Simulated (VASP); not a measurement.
The system is Al.

```
CELL_PARAMETERS angstrom
0.00000 2.02481 2.02481
2.02481 0.00000 2.02481
2.02481 2.02481 0.00000
ATOMIC_POSITIONS crystal
Al 0.00000 0.00000 0.00000
```

* Program: VASP 6.6.1
* Task: relaxation of cell and atoms
* Functional: PBE
* Dispersion: D3(BJ)
* Potentials or basis: VASP PAW PBE potentials, release 64 (Al)
* Cutoff: 600 eV
* k mesh: 16 × 16 × 16
* Occupations: fermi-dirac, width 0.1 eV
* Spin: no spin polarisation

At the start: pressure -3.9 GPa; volume 16.60 Å³/atom.

How do energy, volume and symmetry change on relaxing?

Over 3 steps the energy falls by 10.2 meV/atom and the volume is 15.79 Å³/atom (-4.9 %); space group Fm-3m (No. 225, to 0.05 Å).

Step by step:
| step | energy change (eV) | largest force (eV/Å) | pressure (GPa) | volume (Å³) |
| --- | --- | --- | --- | --- |
| 1 | 0.0000 | 0.0000 | -3.87 | 16.60 |
| 2 | -0.0099 | 0.0000 | 0.77 | 15.66 |
| 3 | -0.0102 | 0.0000 | 0.01 | 15.79 |

Final structure:
```xyz
1
Lattice="0.0000 1.9913 1.9913 1.9913 0.0000 1.9913 1.9913 1.9913 0.0000" Properties=species:S:1:pos:R:3 pbc="T T T"
Al    0.0000    0.0000    0.0000
```

Caveat: pairwise dispersion overbinds metals, which lowers pressure and volume.
